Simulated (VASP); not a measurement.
Input of a VASP 6.6.1 run:

File POSCAR:

```
HfH2
1.0
   -1.7324560130      1.7324560130      2.1535680080
    1.7324560130     -1.7324560130      2.1535680080
    1.7324560130      1.7324560130     -2.1535680080
Hf H
1 2
Direct
    0.0000000000      0.0000000000      0.0000000000
    0.7500000000      0.2500000000      0.5000000000
    0.2500000000      0.7500000000      0.5000000000
```

File INCAR.step1:

```
PREC = Accurate
ENCUT = 520
ISMEAR = 0
SIGMA = 0.1
LREAL = False
LASPH = True
NELM = 60
NBANDS = 13
GGA = PE
ALGO = Normal
EDIFF = 1E-4
LWAVE = True
LCHARG = False
```

File INCAR.step2:

```
PREC = Accurate
ENCUT = 520
EDIFF = 1E-6
ISMEAR = 0
SIGMA = 0.1
LREAL = False
LASPH = True
NELM = 60
ALGO = Normal
ISIF = 2
LWAVE = False
LCHARG = True
METAGGA = R2SCAN
LMIXTAU = True
LELF = True
LVHAR = True
NBANDS = 13
ISTART = 1
```

The input KPOINTS:

```
Automatic mesh
0
Gamma
  16 16 16
```

Potentials or basis: VASP PAW PBE potentials, release 64 (Hf_pv, H).

Launch:

```console
$ cat potpaw_PBE.64/Hf_pv/POTCAR potpaw_PBE.64/H/POTCAR > POTCAR
$ cp INCAR.step1 INCAR
$ mpirun -np 1 vasp_std > vasp.out
$ cp INCAR.step2 INCAR
$ mpirun -np 1 vasp_std > vasp.out
```

(1) Predict the pressure.

(2) Estimate the band gap on the k mesh.

## Answers

(1) -1.1 GPa.

(2) zero (band 6 reaches 6.30 eV, above the bottom of band 7 at 5.10 eV).

Caveat: the PAW data sets were made with another functional, which shifts forces and pressure a little; spin-orbit coupling is left out, which moves the levels of the heavy elements.
